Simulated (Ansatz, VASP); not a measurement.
# One calculation of Si3Ru, two programs

INCAR

```
PREC = Accurate
ENCUT = 600
EDIFF = 1E-7
ISMEAR = 0
SIGMA = 0.1
LREAL = False
LASPH = True
NELM = 100
ALGO = Normal
ISIF = 3
LWAVE = False
LCHARG = False
GGA = PE
IBRION = 2
NSW = 90
EDIFFG = -0.04
```

File KPOINTS:

```
Automatic mesh
0
Gamma
  6 6 4
```

File POSCAR:

```
Si3Ru
1.0
    5.5202234788      0.0000000000      0.0000000000
   -2.7601117394      4.7806537672      0.0000000000
    0.0000000000      0.0000000000      4.4308310698
Si Ru
6 2
Direct
    0.8330000000      0.6660000000      0.2500000000
    0.1670000000      0.8330000000      0.7500000000
    0.3340000000      0.1670000000      0.2500000000
    0.1670000000      0.3340000000      0.7500000000
    0.8330000000      0.1670000000      0.2500000000
    0.6660000000      0.8330000000      0.7500000000
    0.3333333333      0.6666666667      0.2500000000
    0.6666666667      0.3333333333      0.7500000000
```

Input for Ansatz:

```yaml
crystal:
  lattice:
    - [5.5202234788, 0.0, 0.0]
    - [-2.7601117394, 4.7806537672, 0.0]
    - [0.0, 0.0, 4.4308310698]
  atoms:
    - { symbol: Si, position: [0.833, 0.666, 0.25] }
    - { symbol: Si, position: [0.167, 0.833, 0.75] }
    - { symbol: Si, position: [0.334, 0.167, 0.25] }
    - { symbol: Si, position: [0.167, 0.334, 0.75] }
    - { symbol: Si, position: [0.833, 0.167, 0.25] }
    - { symbol: Si, position: [0.666, 0.833, 0.75] }
    - { symbol: Ru, position: [0.3333333333, 0.6666666667, 0.25] }
    - { symbol: Ru, position: [0.6666666667, 0.3333333333, 0.75] }
basis:
  ecutwfc: 420
kpoints:
  mp_grid: { grid: [6, 6, 4] }
hamiltonian:
  xc: pbe
scf:
  occupations: { method: gaussian, width: 0.1 }
  lower_state_search: "off"
output:
  forces: true
  stress: true
  eigenvalues: true
relax:
  adjacent_minimum: "off"
  f_tol: 0.04
  max_steps: 70
  cell: { stress_tol: 0.4 }
```

Alike in both runs: task relaxation of cell and atoms; functional PBE; k mesh 6 × 6 × 4; occupations gaussian, width 0.1 eV; no spin polarisation.

|  | VASP | Ansatz |
| --- | --- | --- |
| version | VASP 6.6.1 | Ansatz 0.2.0 |
| potentials or method | VASP PAW PBE potentials, release 64 (Si, Ru_pv), cutoff 600 eV | scalar-relativistic, plane waves, PAW |
| valence electrons in the cell | 52 | 56 |

|  | VASP | Ansatz | Ansatz less VASP |
| --- | --- | --- | --- |
| gap on the k mesh at the Fermi level, each at its own relaxed structure (eV) | none | none | - |
| relaxed volume (Å³/atom) | 13.71 | 13.72 | +0.003 |
| relaxed cell length with the largest relative difference (Å) | 4.607 | 4.619 | +0.0128 |

A gap of «none» marks a metal or a gap that the smearing closes. VASP's potentials hold 52 valence electrons a cell and Ansatz's 56, so a difference there can come from the potentials and not from the codes.
